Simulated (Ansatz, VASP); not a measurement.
# Two plane-wave programs on Y4N

INCAR

```
  PREC = Accurate
  ENCUT = 520
  EDIFF = 1E-6
  ISMEAR = 0
  SIGMA = 0.1
  LREAL = False
  LASPH = True
  NELM = 150
  ALGO = Normal
  ISIF = 2
  LWAVE = False
  LCHARG = True
  ISPIN = 2
  MAGMOM = 0 0 0 0 1
  LORBIT = 11
  LMAXMIX = 4
  GGA = PE
  LELF = True
  LVHAR = True
  NBANDS = 36
```

File KPOINTS:

```
Automatic mesh
0
Gamma
  4 4 4
```

Contents of POSCAR:

```
Y4N
1.0
    4.7468680400      0.0000000000      0.0000000000
    0.0000000000      4.7468680400      0.0000000000
    0.0000000000      0.0000000000      4.7468680400
Y N
4 1
Direct
    0.0000000000      0.0000000000      0.0000000000
    0.5000000000      0.5000000000      0.0000000000
    0.5000000000      0.0000000000      0.5000000000
    0.0000000000      0.5000000000      0.5000000000
    0.5000000000      0.5000000000      0.5000000000
```

Input for Ansatz:

```yaml
crystal:
  lattice:
    - [4.74686804, 0.0, 0.0]
    - [0.0, 4.74686804, 0.0]
    - [0.0, 0.0, 4.74686804]
  atoms:
    - { symbol: "Y", position: [0.0, 0.0, 0.0] }
    - { symbol: "Y", position: [0.5, 0.5, 0.0] }
    - { symbol: "Y", position: [0.5, 0.0, 0.5] }
    - { symbol: "Y", position: [0.0, 0.5, 0.5] }
    - { symbol: "N", position: [0.5, 0.5, 0.5], spin: 1.0 }
basis:
  ecutwfc: 420
kpoints:
  mp_grid: { grid: [4, 4, 4] }
hamiltonian:
  xc: pbe
scf:
  occupations: { method: gaussian, width: 0.1 }
  lower_state_search: "off"
output:
  forces: true
  stress: true
  eigenvalues: true
  populations: true
magnetization:
  spin_polarized: true
```

Change from the starting cell: species swapped into the Ni4N type (Pm-3m, No. 221).

Alike in both runs: task single point; functional PBE; k mesh 4 × 4 × 4; occupations gaussian, width 0.1 eV; collinear spin.

|  | VASP | Ansatz |
| --- | --- | --- |
| version | VASP 6.6.1 | Ansatz 0.2.0 |
| potentials or method | VASP PAW PBE potentials, release 64 (Y_sv, N), cutoff 520 eV | scalar-relativistic, plane waves, PAW |
| valence electrons in the cell | 49 | 49 |

|  | VASP | Ansatz | Ansatz less VASP |
| --- | --- | --- | --- |
| gap on the k mesh at the Fermi level (eV) | none | none | - |
| pressure (GPa) | 12.1 | 12.3 | +0.22 |
| net moment per atom (μB) | 0.00 | 0.00 | 0.000 |

A gap of «none» marks a metal or a gap that the smearing closes. The functional is the same, so the differences come from potentials, cutoffs and numerics. Ansatz's warnings: seeded moment not kept.
